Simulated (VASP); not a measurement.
# SrO in VASP: settings compared

Aim: see how the results for SrO move with the level of theory and the settings. Levels: r2SCAN, PBE. Tasks: single point.

All numbers are computed with VASP 6.6.1; they aren't measurements. Logs are shortened: lines on timing, memory, paths and dates and some standing lists are left out, and cuts for length are marked.

## (1) The cell of the first run

Symmetry: Fm-3m, No. 225, cubic system. The conventional cell has a = 5.195 Å, b = 5.195 Å, c = 5.195 Å, α = 90.00°, β = 90.00°, γ = 90.00°. Sr (site symmetry m-3m) has 6 O at 2.60 Å within 3.4 Å. Within 3.4 Å of O (site symmetry m-3m) lie 6 Sr at 2.60 Å.

## (2) Single point, r2SCAN

Input file POSCAR:

```
SrO
1.0
    0.0000000000      2.5975128988      2.5975128988
    2.5975128988      0.0000000000      2.5975128988
    2.5975128988      2.5975128988      0.0000000000
Sr O
1 1
Direct
    0.5000000000      0.5000000000      0.5000000000
    0.0000000000      0.0000000000      0.0000000000
```

Input file INCAR.step1:

```
SYSTEM = SrO
PREC     = Accurate       ! precision mode
ENCUT    = 520            ! plane-wave cutoff, eV
ISMEAR   = 0              ! smearing method
SIGMA    = 0.05           ! smearing width, eV
LREAL    = .FALSE.        ! projectors in reciprocal space
LASPH    = .TRUE.         ! aspherical terms in the spheres
NELM     = 80             ! most SCF steps
NBANDS   = 15             ! bands
GGA      = PE             ! functional
ALGO     = Normal         ! electronic algorithm
EDIFF    = 1E-4           ! SCF threshold, eV
LWAVE    = .TRUE.         ! write WAVECAR
LCHARG   = .FALSE.        ! write CHGCAR
```

Input file INCAR.step2:

```
SYSTEM = SrO
PREC     = Accurate       ! precision mode
ENCUT    = 520            ! plane-wave cutoff, eV
EDIFF    = 1E-6           ! SCF threshold, eV
ISMEAR   = 0              ! smearing method
SIGMA    = 0.05           ! smearing width, eV
LREAL    = .FALSE.        ! projectors in reciprocal space
LASPH    = .TRUE.         ! aspherical terms in the spheres
NELM     = 80             ! most SCF steps
ALGO     = Normal         ! electronic algorithm
ISIF     = 2              ! what is computed and relaxed
LWAVE    = .FALSE.        ! write WAVECAR
LCHARG   = .FALSE.        ! write CHGCAR
METAGGA  = R2SCAN         ! meta-GGA
LMIXTAU  = .TRUE.       
NBANDS   = 15             ! bands
ISTART   = 1
```

Input file KPOINTS:

```
Automatic mesh
0
G
  12 12 12
  0 0 0
```

Potentials or basis: VASP PAW PBE potentials, release 64 (Sr_sv, O).

Command:

```sh
$ cat potpaw_PBE.64/Sr_sv/POTCAR potpaw_PBE.64/O/POTCAR > POTCAR
$ cp INCAR.step1 INCAR
$ mpirun -np 1 vasp_std > vasp.out
$ cp INCAR.step2 INCAR
$ mpirun -np 1 vasp_std > vasp.out
```

OUTCAR:

```text
SYSTEM = SrO
   PREC = Accurate
   ENCUT = 520
   EDIFF = 1E-6
   ISMEAR = 0
   LREAL = .FALSE.
   LASPH = .TRUE.
   NELM = 80
   ISIF = 2
   METAGGA = R2SCAN
   ISTART = 1

 ion  position               nearest neighbor table
   1  0.500  0.500  0.500-   2 2.60   2 2.60   2 2.60   2 2.60   2 2.60   2 2.60
   2  0.000  0.000  0.000-   1 2.60   1 2.60   1 2.60   1 2.60   1 2.60   1 2.60

  LATTYP: Found a face centered cubic cell.
 ALAT       =     5.1950257976

  Lattice vectors:

 A1 = (   0.0000000000,   2.5975128988,   2.5975128988)
 A2 = (   2.5975128988,   0.0000000000,   2.5975128988)
 A3 = (   2.5975128988,   2.5975128988,   0.0000000000)

Analysis of symmetry for initial positions (statically):
=====================================================================
 Subroutine PRICEL returns:
 Original cell was already a primitive cell.

 Routine SETGRP: Setting up the symmetry group for a
 face centered cubic supercell.

 Subroutine GETGRP returns: Found 48 space group operations
 (whereof 48 operations were pure point group operations)
 out of a pool of 48 trial point group operations.

The static configuration has the point symmetry O_h .

Analysis of symmetry for dynamics (positions and initial velocities):
=====================================================================
 Subroutine PRICEL returns:
 Original cell was already a primitive cell.

 Routine SETGRP: Setting up the symmetry group for a
 face centered cubic supercell.

 Subroutine GETGRP returns: Found 48 space group operations
 (whereof 48 operations were pure point group operations)
 out of a pool of 48 trial point group operations.

The dynamic configuration has the point symmetry O_h .

 Subroutine INISYM returns: Found 48 space group operations
 (whereof 48 operations are pure point group operations),
 and found     1 'primitive' translations

----------------------------------------------------------------------------------------

                                     Primitive cell

  volume of cell :      35.0512

  direct lattice vectors                    reciprocal lattice vectors
     0.000000000  2.597512899  2.597512899    -0.192491826  0.192491826  0.192491826
     2.597512899  0.000000000  2.597512899     0.192491826 -0.192491826  0.192491826
     2.597512899  2.597512899  0.000000000     0.192491826  0.192491826 -0.192491826

  length of vectors
     3.673437970  3.673437970  3.673437970     0.333405622  0.333405622  0.333405622

  position of ions in fractional coordinates (direct lattice)
[... 90 lines left out ...]
   NELECT =      16.0000    total number of electrons
   NUPDOWN=      -1.0000    fix difference up-down
   EMIN   =  10.00;   EMAX   =-10.00  energy-range for DOS
   EFERMI =   0.00;   METHOD = LEGACY
   ISMEAR =     0;   SIGMA  =   0.05  broadening in eV -4-tet -1-fermi 0-gaus
   EFERMI_NEDOS =   21; number of points for ismear=-14 and -15
   IALGO  =     38    algorithm
   IMIX   =      4    mixing-type and parameters
     AMIX     =   0.40;   BMIX     =  1.00
     AMIX_MAG =   1.60;   BMIX_MAG =  1.00
  volume/ion in A,a.u.               =      17.53       118.27
  Fermi-wavevector in a.u.,A,eV,Ry     =   1.260512  2.382023 21.618181  1.588891
  Thomas-Fermi vector in A             =   2.394018
   LORBIT       =      0    0 simple, 1 ext, 2 COOP (PROOUT), +10 PAW based schemes
   METAGGA = R2SCAN    functional components
   LHFCALC =     F    Hartree Fock is set to
   AEXX    =    0.0000 exact exchange contribution
   IVDW    =     0    specifies the selected vdW correction
   LEPSILON=     F    determine dielectric tensor
   LRPA    =     F    only Hartree local field effects (RPA)
 non-spin polarized calculation
 Gauss-broadening in eV      SIGMA  =   0.05
  energy-cutoff  :      520.00
  volume of cell :       35.05
 maximum number of plane-waves:       960
   NGX = 13   NGY = 13   NGZ = 13

 number of electron      16.0000000 magnetization

 Free energy of the ion-electron system (eV)
  ---------------------------------------------------
  ext. energy  EPLUGINS =         0.00000000
  ---------------------------------------------------
  free energy    TOTEN  =       -27.05439189 eV

  energy without entropy =      -27.05439189  energy(sigma->0) =      -27.05439189

 E-fermi :   1.4364     XC(G=0): -10.4284

 val. band max:        1.2015644759   @ k =   0.0000   0.0000   0.0000
 cond. band min:       4.9578227088   @ k =   0.5000   0.5000   0.0000
 fundamental gap:      3.7562582328
 Fermi energy:         1.4364082189

 k-point     1 :       0.0000    0.0000    0.0000
  band No.  band energies     occupation
      1     -32.3840      2.00000
      2     -14.7885      2.00000
      3     -13.4374      2.00000
      4     -13.4374      2.00000
      5     -13.4374      2.00000
      6       1.2016      2.00000
      7       1.2016      2.00000
      8       1.2016      2.00000
      9       5.6340      0.00000
     10       7.9076      0.00000
     11       7.9076      0.00000
     12       7.9076      0.00000
     13      10.1595      0.00000
     14      10.1595      0.00000
[... 401 lines left out ...]
      2     -15.9110      2.00000
      3     -13.7132      2.00000
      4     -13.5471      2.00000
      5     -12.6415      2.00000
      6      -0.5070      2.00000
      7       0.2357      2.00000
      8       0.3818      2.00000
      9       8.1029      0.00000
     10       8.7925      0.00000
     11      10.6521      0.00000
     12      11.0566      0.00000
     13      13.3425      0.00000
     14      14.1559      0.00000
     15      15.5507      0.00000

 [... further k-points ...]

------------------------ aborting loop because EDIFF is reached ----------------------------------------

  FORCE on cell =-STRESS in cart. coord.  units (eV):
  Direction    XX          YY          ZZ          XY          YZ          ZX
  --------------------------------------------------------------------------------------
  -------------------------------------------------------------------------------------
  Total       -0.2945890     -0.2945890     -0.2945890     -0.0000000      0.0000000      0.0000000
  in kB      -13.4655481    -13.4655481    -13.4655481     -0.0000000      0.0000000      0.0000000
  external PRESSURE =     -13.4655481 kB  Pullay stress =       0.0000000 kB

 VOLUME and BASIS-vectors are now :
 -----------------------------------------------------------------------------
  energy-cutoff  :      520.00
  volume of cell :       35.05
      direct lattice vectors                 reciprocal lattice vectors
     0.000000000  2.597512899  2.597512899    -0.192491826  0.192491826  0.192491826
     2.597512899  0.000000000  2.597512899     0.192491826 -0.192491826  0.192491826
     2.597512899  2.597512899  0.000000000     0.192491826  0.192491826 -0.192491826

 POSITION                                       TOTAL-FORCE (eV/Angst)
 -----------------------------------------------------------------------------------
      2.59751      2.59751      2.59751        -0.000000      0.000000      0.000000
      0.00000      0.00000      0.00000         0.000000     -0.000000     -0.000000
 -----------------------------------------------------------------------------------
    total drift:                                0.000000      0.000000      0.000000

  FREE ENERGIE OF THE ION-ELECTRON SYSTEM (eV)
  ---------------------------------------------------
  free  energy   TOTEN  =       -27.0543918865 eV

  energy  without entropy=      -27.0543918865  energy(sigma->0) =      -27.05439189
```

Run time: 1.9 min. Hardware: 1 thread of AMD EPYC 9R45 (Zen 5), shared host; peak memory 0.16 GiB.

Results:

```yaml
Free_energy: -27.0544 eV
Pressure: -1.3 GPa
Band_gap_on_the_k_mesh: 3.76 eV, indirect (least direct gap 3.86 eV)
```

Caveat: the PAW data sets were made with another functional, which shifts forces and pressure a little. A k mesh can miss the band edges.

## (3) Single point, PBE

This run uses another cell than the first one, of 17.35 Å³/atom, 0.990 times its volume.

Input file INCAR:

```
ALGO     = Normal         # electronic algorithm
EDIFF    = 1E-7           # SCF threshold, eV
ENCUT    = 520            # plane-wave cutoff, eV
GGA      = PE             # functional
ISIF     = 2              # what is computed and relaxed
ISMEAR   = 0              # smearing method
LASPH    = True           # aspherical terms in the spheres
LCHARG   = False          # write CHGCAR
LREAL    = False          # projectors in reciprocal space
LWAVE    = False          # write WAVECAR
NBANDS   = 15             # bands
NELM     = 80             # most SCF steps
PREC     = Accurate       # precision mode
SIGMA    = 0.05           # smearing width, eV
```

Input file KPOINTS:

```
k-points
0
Gamma
  12 12 12
```

Input file POSCAR:

```
SrO
1.0
    0.0000000000      2.5975128988      2.5715377698
    2.5975128988      0.0000000000      2.5715377698
    2.5975128988      2.5975128988      0.0000000000
Sr O
1 1
Direct
    0.5000000000      0.5000000000      0.5000000000
    0.0000000000      0.0000000000      0.0000000000
```

Potentials or basis: VASP PAW PBE potentials, release 64 (Sr_sv, O).

Command:

```sh
$ cat potpaw_PBE.64/Sr_sv/POTCAR potpaw_PBE.64/O/POTCAR > POTCAR
$ mpirun -np 1 vasp_std > vasp.out
```

Wall time 68 s (1 thread of AMD EPYC 9R45 (Zen 5), shared host); peak memory 0.19 GiB.

Results (log left out):

| Quantity | Value |
| --- | --- |
| Free energy | -12.0514 eV |
| Pressure | 1.4 GPa |
| Band gap on the k mesh | 3.23 eV, indirect (least direct gap 3.36 eV) |

Stress tensor (GPa, compression positive):
```
0.98 0.00 0.00
0.00 0.98 0.00
0.00 0.00 2.28
```

Levels at points of the mesh, in eV from the valence-band top:
```csv
k point,band 4,band 5,band 6,band 7,band 8,band 9,band 10,band 11,band 12,band 13
"(0.00, 0.00, 0.00)",-14.15,-14.14,-0.03,-0.03,0.00,3.81,6.12,6.12,6.19,8.20
"(0.50, 0.00, 0.00)",-14.21,-12.96,-2.15,-1.12,-1.12,6.44,8.27,8.70,8.71,11.64
"(0.50, 0.50, 0.00)",-14.50,-14.50,-0.45,-0.14,-0.14,3.23,7.63,10.01,10.20,10.90
"(0.50, 0.00, 0.50)",-14.49,-14.47,-0.51,-0.14,-0.10,3.27,7.62,10.02,10.16,10.84
```

## (4) Single point, PBE (atom 2 (O) moved 0.12 Å along z)

Input file INCAR:

```
SYSTEM = SrO
PREC = Accurate
ENCUT = 520
EDIFF = 1E-6
ISMEAR = 0
SIGMA = 0.05
LREAL = .FALSE.
LASPH = .TRUE.
NELM = 60
ALGO = Normal
ISIF = 2
LWAVE = .FALSE.
LCHARG = .FALSE.
GGA = PE
NBANDS = 15
```

Input file KPOINTS:

```
Automatic mesh
0
G
  12 12 12
  0 0 0
```

Input file POSCAR:

```
SrO
1.0
    0.0000000000      2.5975128988      2.5975128988
    2.5975128988      0.0000000000      2.5975128988
    2.5975128988      2.5975128988      0.0000000000
Sr O
1 1
Direct
    0.5000000000      0.5000000000      0.5000000000
    0.0230990191      0.0230990191     -0.0230990191
```

Command:

```sh
$ cat potpaw_PBE.64/Sr_sv/POTCAR potpaw_PBE.64/O/POTCAR > POTCAR
$ mpirun -np 1 vasp_std > vasp.out
```

It took 54 s on 1 thread of AMD EPYC 9R45 (Zen 5), shared host; peak memory 0.19 GiB.

It converged, with:

| Item | Value |
| --- | --- |
| Free energy | -12.0401 eV |
| Pressure | 0.9 GPa |
| Largest force | 0.258 eV/Å |
| Band gap on the k mesh | 3.32 eV, indirect (least direct gap 3.40 eV) |

Forces in eV/Å, atoms in the order of the input:
```
Sr   0.000  0.000  0.258
O    0.000  0.000 -0.258
```

Stress tensor (GPa, compression positive):
```
0.38 0.00 0.00
0.00 0.38 0.00
0.00 0.00 1.82
```

Levels at points of the mesh, in eV from the valence-band top:
```tsv
k point	band 4	band 5	band 6	band 7	band 8	band 9	band 10	band 11	band 12	band 13
(0.00, 0.00, 0.00)	-14.12	-14.08	-0.01	-0.01	0.00	3.79	6.18	6.23	6.23	8.28
(0.50, 0.00, 0.00)	-14.20	-12.94	-2.08	-1.05	-1.04	6.44	8.13	8.72	8.79	11.56
(0.50, 0.50, 0.00)	-14.46	-14.46	-0.43	-0.08	-0.08	3.32	7.55	10.02	10.02	10.88
(0.00, 0.50, 0.50)	-14.45	-14.33	-0.46	-0.16	-0.08	3.42	7.57	10.03	10.15	10.88
```

Caveat: the cell differs from its parent crystal (atom 2 (O) moved 0.12 Å along z).

## (5) Single point, PBE

This run uses another cell than the first one, of 17.88 Å³/atom, 1.020 times its volume.

Input file INCAR:

```
PREC = Accurate ; ENCUT = 520
EDIFF = 1E-6 ; ISMEAR = 0
SIGMA = 0.05 ; LREAL = False
LASPH = True ; NELM = 80
ALGO = Normal ; ISIF = 2
LWAVE = False ; LCHARG = False
GGA = PE ; NBANDS = 15
```

Input file KPOINTS:

```
regular mesh
0
Gamma
  12 12 12
```

Input file POSCAR:

```
SrO
1.0
    0.0000000000      2.5975128988      2.5975128988
    2.6494631568      0.0000000000      2.5975128988
    2.6494631568      2.5975128988      0.0000000000
Sr O
1 1
Direct
    0.5000000000      0.5000000000      0.5000000000
    0.0000000000      0.0000000000      0.0000000000
```

Potentials or basis: VASP PAW PBE potentials, release 64 (Sr_sv, O).

Command:

```sh
$ cat potpaw_PBE.64/Sr_sv/POTCAR potpaw_PBE.64/O/POTCAR > POTCAR
$ mpirun -np 1 vasp_std > vasp.out
```

OUTCAR:

```text
PREC = Accurate
   ENCUT = 520
   EDIFF = 1E-6
   ISMEAR = 0
   LREAL = False
   LASPH = True
   NELM = 80
   ISIF = 2
   GGA = PE

 ion  position               nearest neighbor table
   1  0.500  0.500  0.500-   2 2.60   2 2.60   2 2.60   2 2.60   2 2.65   2 2.65
   2  0.000  0.000  0.000-   1 2.60   1 2.60   1 2.60   1 2.60   1 2.65   1 2.65

  LATTYP: Found a body centered tetragonal cell.
 ALAT       =     3.6734379699
 C/A-ratio  =     1.4424978336

  Lattice vectors:
[... 618 lines left out ...]
 [... further k-points ...]

------------------------ aborting loop because EDIFF is reached ----------------------------------------

  FORCE on cell =-STRESS in cart. coord.  units (eV):
  Direction    XX          YY          ZZ          XY          YZ          ZX
  --------------------------------------------------------------------------------------
  -------------------------------------------------------------------------------------
  Total       -0.5399075     -0.0876299     -0.0876299      0.0000000      0.0000000      0.0000000
  in kB      -24.1950576     -3.9269867     -3.9269867      0.0000000      0.0000000      0.0000000
  external PRESSURE =     -10.6830103 kB  Pullay stress =       0.0000000 kB

 VOLUME and BASIS-vectors are now :
 -----------------------------------------------------------------------------
  energy-cutoff  :      520.00
  volume of cell :       35.75
      direct lattice vectors                 reciprocal lattice vectors
     0.000000000  2.597512899  2.597512899    -0.188717476  0.192491826  0.192491826
     2.649463157  0.000000000  2.597512899     0.188717476 -0.192491826  0.192491826
     2.649463157  2.597512899  0.000000000     0.188717476  0.192491826 -0.192491826

 POSITION                                       TOTAL-FORCE (eV/Angst)
 -----------------------------------------------------------------------------------
      2.64946      2.59751      2.59751         0.000000     -0.000000     -0.000000
      0.00000      0.00000      0.00000        -0.000000      0.000000      0.000000
 -----------------------------------------------------------------------------------
    total drift:                                0.000000      0.000000      0.000000

  FREE ENERGIE OF THE ION-ELECTRON SYSTEM (eV)
  ---------------------------------------------------
  free  energy   TOTEN  =       -12.0506512777 eV

  energy  without entropy=      -12.0506512777  energy(sigma->0) =      -12.05065128
```

stdout:

```text
POSCAR found type information on POSCAR SrO
 POSCAR found :  2 types and       2 ions
 scaLAPACK will be used
 LDA part: xc-table for (Slater+PW92), standard interpolation
 POSCAR, INCAR and KPOINTS ok, starting setup
 FFT: planning ... GRIDC
 FFT: planning ... GRID_SOFT
 FFT: planning ... GRID
 WAVECAR not read
 entering main loop
```

Run time: 52 s. Hardware: 1 thread of AMD EPYC 9R45 (Zen 5), shared host; peak memory 0.19 GiB.

Results:

```yaml
Free_energy: -12.0507 eV
Pressure: -1.1 GPa
Band_gap_on_the_k_mesh: 3.25 eV, indirect (least direct gap 3.36 eV)
```

Levels at points of the mesh, in eV from the valence-band top:
```tsv
k point	band 4	band 5	band 6	band 7	band 8	band 9	band 10	band 11	band 12	band 13
(0.00, 0.00, 0.00)	-14.27	-14.27	-0.06	0.00	0.00	3.60	5.98	6.13	6.13	8.02
(0.50, 0.00, 0.00)	-14.33	-13.09	-2.09	-1.07	-1.06	6.31	8.03	8.52	8.56	11.31
(0.50, 0.50, 0.00)	-14.61	-14.59	-0.49	-0.18	-0.12	3.25	7.41	9.82	9.94	10.55
(0.00, 0.50, 0.50)	-14.56	-14.56	-0.60	-0.11	-0.11	3.31	7.41	9.84	9.85	10.66
```

A k mesh can miss the band edges. PBE gaps usually lie below the measured ones, often by a third to a half.

## (6) Summary

| level | cell | gap on the mesh (eV) | pressure (GPa) |
| --- | --- | --- | --- |
| r2SCAN | a = 3.673 Å, angles 60.0°, 2 atoms | 3.76 | -1.3 |
| PBE | a = 3.655, b = 3.655, c = 3.673 Å, angles 59.8, 59.8, 60.3°, 2 atoms | 3.23 | 1.4 |
| PBE | a = 3.673 Å, angles 60.0°, 2 atoms | 3.32 | 0.9 |
| PBE | a = 3.673, b = 3.710, c = 3.710 Å, angles 59.3, 60.3, 60.3°, 2 atoms | 3.25 | -1.1 |

Some of these runs hold the atoms at other places in the same cell, which the table doesn't show; runs alike in all that it shows share one row.

Alike in all rows: task single point; potentials or basis VASP PAW PBE potentials, release 64 (Sr_sv, O); no spin polarisation; k mesh 12 × 12 × 12; cutoff (eV) 520; smearing gaussian 0.05 eV.

Caveats: the PAW data sets were made with another functional, which shifts forces and pressure a little (some runs).

Total energies depend on the potentials used, so only differences within one code and one set of settings carry meaning.
